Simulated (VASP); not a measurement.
Set up this calculation in VASP 6.6.1, as the native input.

| Item | Value |
| --- | --- |
| Task | density of states |
| Functional | PBE |
| Potentials or basis | VASP PAW PBE potentials, release 64 (Sr_sv, O) |
| Cutoff | 520 eV |
| k mesh | 8 × 8 × 8 |
| Occupations | fermi-dirac, width 0.02 eV |
| Spin | no spin polarisation |
| Dipole correction | no |
| k mesh for the DOS | 12 × 12 × 12 |
| Occupations for the DOS | tetrahedron |
| Further INCAR settings | ALGO = Normal; EDIFF = 1e-06 |

SrO:

```
Sr O
1.0
     0.00000    2.56980    2.56980
     2.56980    0.00000    2.56980
     2.56980    2.56980    0.00000
Sr O
1 1
Direct
  0.00000 0.00000 0.00000
  0.50000 0.50000 0.50000
```

These files were run (other wordings do the same):

POSCAR

```
SrO
1.0
    0.0000000000      2.5698000000      2.5698000000
    2.5698000000      0.0000000000      2.5698000000
    2.5698000000      2.5698000000      0.0000000000
Sr O
1 1
Direct
    0.0000000000      0.0000000000      0.0000000000
    0.5000000000      0.5000000000      0.5000000000
```

INCAR.step1

```
  ALGO = Normal
  EDIFF = 1E-6
  ENCUT = 520
  GGA = PE
  ISIF = 2
  ISMEAR = -1
  LASPH = T
  LCHARG = T
  LREAL = F
  LWAVE = F
  NBANDS = 15
  NELM = 100
  PREC = Accurate
  SIGMA = 0.02
```

KPOINTS.step1

```
k-points
0
Gamma
  8 8 8
```

INCAR.step2

```
  ALGO = Normal
  EDIFF = 1E-6
  ENCUT = 520
  GGA = PE
  ICHARG = 11
  ISIF = 2
  ISMEAR = -5
  LASPH = T
  LCHARG = F
  LORBIT = 11
  LREAL = F
  LWAVE = F
  NEDOS = 1001
  NELM = 100
  PREC = Accurate
  SIGMA = 0.02
```

KPOINTS.step2

```
k-points
0
Gamma
  12 12 12
```

Potentials or basis: VASP PAW PBE potentials, release 64 (Sr_sv, O).

Launch:

```console
$ cat potpaw_PBE.64/Sr_sv/POTCAR potpaw_PBE.64/O/POTCAR > POTCAR
$ cp INCAR.step1 INCAR
$ cp KPOINTS.step1 KPOINTS
$ mpirun -np 1 vasp_std > vasp.out
$ cp INCAR.step2 INCAR
$ cp KPOINTS.step2 KPOINTS
$ mpirun -np 1 vasp_std > vasp.out
```

It gave:

| Quantity | Value |
| --- | --- |
| Valence electrons inside the program's atomic spheres | Sr 8.09; O 4.98 |

Wall time 38 s on 1 thread of Intel Xeon 6975P-C, with other jobs on the host, peak memory 0.17 GiB.
